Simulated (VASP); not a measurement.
A run of VASP 6.6.1:

INCAR

```
PREC = Accurate
ENCUT = 520
EDIFF = 1E-6
ISMEAR = 0
SIGMA = 0.02
LREAL = Auto
LASPH = T
NELM = 60
ALGO = Normal
ISIF = 2
LWAVE = F
LCHARG = T
GGA = PE
LELF = T
LVHAR = T
NBANDS = 126
LUSENCCL = F
```

File KPOINTS:

```
Automatic mesh
0
Gamma
  2 2 2
  0.5 0.5 0.5
```

The input POSCAR:

```
Si
1.0
    7.7025612697      0.0000000001     -6.3650227274
   -3.8512806348     -6.6706137338     -6.3650227274
   -3.8512806349      6.6706137337     -6.3650227274
Si
48
Direct
    0.1456896866      0.4790230199      0.3123563532
    0.3123563532      0.6456896866      0.9790230199
    0.9790230199      0.3123563532      0.6456896866
    0.8123563532      0.6456896866      0.4790230199
    0.4790230199      0.3123563532      0.1456896866
    0.6456896866      0.4790230199      0.8123563532
    0.3123563532      0.1456896866      0.4790230199
    0.9790230199      0.8123563532      0.1456896866
    0.1456896866      0.9790230199      0.8123563532
    0.6456896866      0.9790230199      0.3123563532
    0.8123563532      0.1456896866      0.9790230199
    0.4790230199      0.8123563532      0.6456896866
    0.1456896866      0.3123563532      0.9790230199
    0.3123563532      0.4790230199      0.6456896866
    0.9790230199      0.1456896866      0.3123563532
    0.8123563532      0.4790230199      0.1456896866
    0.4790230199      0.1456896866      0.8123563532
    0.6456896866      0.3123563532      0.4790230199
    0.3123563532      0.9790230199      0.1456896866
    0.9790230199      0.6456896866      0.8123563532
    0.1456896866      0.8123563532      0.4790230199
    0.6456896866      0.8123563532      0.9790230199
    0.8123563532      0.9790230199      0.6456896866
    0.4790230199      0.6456896866      0.3123563532
    0.0209769801      0.3543103134      0.1876436468
    0.1876436468      0.5209769801      0.8543103134
    0.8543103134      0.1876436468      0.5209769801
    0.6876436468      0.5209769801      0.3543103134
    0.3543103134      0.1876436468      0.0209769801
    0.5209769801      0.3543103134      0.6876436468
    0.1876436468      0.0209769801      0.3543103134
    0.8543103134      0.6876436468      0.0209769801
    0.0209769801      0.8543103134      0.6876436468
    0.5209769801      0.8543103134      0.1876436468
    0.6876436468      0.0209769801      0.8543103134
    0.3543103134      0.6876436468      0.5209769801
    0.0209769801      0.1876436468      0.8543103134
    0.1876436468      0.3543103134      0.5209769801
    0.8543103134      0.0209769801      0.1876436468
    0.6876436468      0.3543103134      0.0209769801
    0.3543103134      0.0209769801      0.6876436468
    0.5209769801      0.1876436468      0.3543103134
    0.1876436468      0.8543103134      0.0209769801
    0.8543103134      0.5209769801      0.6876436468
    0.0209769801      0.6876436468      0.3543103134
    0.5209769801      0.6876436468      0.8543103134
    0.6876436468      0.8543103134      0.5209769801
    0.3543103134      0.5209769801      0.1876436468
```

Potentials or basis: VASP PAW PBE potentials, release 64 (Si).

Launch:

```console
$ cat potpaw_PBE.64/Si/POTCAR > POTCAR
$ mpirun -np 1 vasp_std > vasp.out
```

Hardware: 1 × NVIDIA H100 80GB with 1 thread of AMD EPYC 7R13 Processor (Zen 3), on a shared host.

Question: How long does it take, and how much memory?

Answer: It took 60 s on 1 × NVIDIA H100 80GB with 1 thread of AMD EPYC 7R13 Processor (Zen 3), on a shared host, peak memory 1.8 GiB. Counts: scf iterations 14, k points 2.
